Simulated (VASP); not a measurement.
Here is a VASP 6.6.1 calculation.

Contents of INCAR:

```
SYSTEM = SnO
ALGO     = Normal         ! electronic algorithm
DIPOL    = 0.5 0.5 0.403
EDIFF    = 1E-6           ! SCF threshold, eV
ENCUT    = 910            ! plane-wave cutoff, eV
GGA      = PE             ! functional
GGA_COMPAT= .False.      
IDIPOL   = 3            
ISIF     = 2              ! what is computed and relaxed
ISMEAR   = 0              ! smearing method
IVDW     = 12             ! dispersion correction
LASPH    = .True.         ! aspherical terms in the spheres
LCHARG   = .False.        ! write CHGCAR
LDIPOL   = .True.       
LREAL    = .False.        ! projectors in reciprocal space
LWAVE    = .False.        ! write WAVECAR
NBANDS   = 50             ! bands
NELM     = 120            ! most SCF steps
NELMDL   = -8           
PREC     = Accurate       ! precision mode
SIGMA    = 0.05           ! smearing width, eV
```

File KPOINTS:

```
k-points
0
Gamma
  7 7 1
  0 0 0
```

Contents of POSCAR:

```
SnO
1.0
    3.8201636883      0.0000000000      0.0000000000
    0.0000000000      3.8201636883      0.0000000000
    0.0000000000      0.0000000000     22.2260802162
Sn O
4 4
Direct
    0.7500000000      0.2500000000      0.2024648501
    0.2500000000      0.7500000000      0.3087831971
    0.3750000000      1.1250000000      0.4977503906
   -0.1250000000      1.6250000000      0.6040687375
    0.2500000000      0.2500000000      0.2556240236
    0.7500000000      0.7500000000      0.2556240236
   -0.1250000000      1.1250000000      0.5509095640
    0.3750000000      1.6250000000      0.5509095640
```

Potentials or basis: VASP PAW PBE potentials, release 64 (Sn_d, O_h).

Launch:

```bash
$ cat potpaw_PBE.64/Sn_d/POTCAR potpaw_PBE.64/O_h/POTCAR > POTCAR
$ mpirun -np 1 vasp_std > vasp.out
```

(1) What does it give for the largest force?

(2) Predict the dispersion energy per atom.

(3) Predict the band gap on the k mesh.

Answers

(1) 0.127 eV/Å.

(2) -0.155 eV.

(3) 2.51 eV (least direct gap 2.57 eV).

Caveat: the cell differs from its parent crystal (layers slid over each other); spin-orbit coupling is left out, which moves the levels of the heavy elements.
